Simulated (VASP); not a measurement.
CaO, 4 atoms in the cell. Symmetry: P6_3/mmc, No. 194, hexagonal system. The conventional cell has a = 3.139 Å, b = 3.139 Å, c = 5.901 Å, α = 90.00°, β = 90.00°, γ = 120.00°. Within 3.2 Å of Ca (site symmetry -3m) lie 6 O at 2.34 Å and 8 Ca at 2.95 to 3.14 Å. O (site symmetry -6m2) has 6 Ca at 2.34 Å and 6 O at 3.14 Å within 3.2 Å.  This cell differs from its parent crystal: epitaxial xy strain -5.5%.

| Property | Result |
| --- | --- |
| Program | VASP 6.6.1 |
| Task | single point |
| Functional | r2SCAN |
| Potentials or basis | VASP PAW PBE potentials, release 64 (Ca_sv, O) |
| Cutoff | 520 eV |
| k mesh | 12 × 12 × 4 |
| Occupations | gaussian, width 0.01 eV |
| Spin | no spin polarisation |
| Dipole correction | no |
| Further INCAR settings | ALGO = Normal; EDIFF = 1e-06; NBANDS = 24 |

Potentials or basis: VASP PAW PBE potentials, release 64 (Ca_sv, O).

The run is started by

```bash
$ cat potpaw_PBE.64/Ca_sv/POTCAR potpaw_PBE.64/O/POTCAR > POTCAR
$ cp INCAR.step1 INCAR
$ mpirun -np 1 vasp_std > vasp.out
$ cp INCAR.step2 INCAR
$ mpirun -np 1 vasp_std > vasp.out
```

Hardware: 1 thread of Intel(R) Xeon(R) Platinum 8375C CPU @ 2.90GHz (Ice Lake), with other jobs on the host.

Question: Estimate the wall time of this run.

Answer: Run time: 3.4 min on 1 thread of Intel(R) Xeon(R) Platinum 8375C CPU @ 2.90GHz (Ice Lake), on a shared host, peak memory 0.21 GiB. Counts: k points 57.
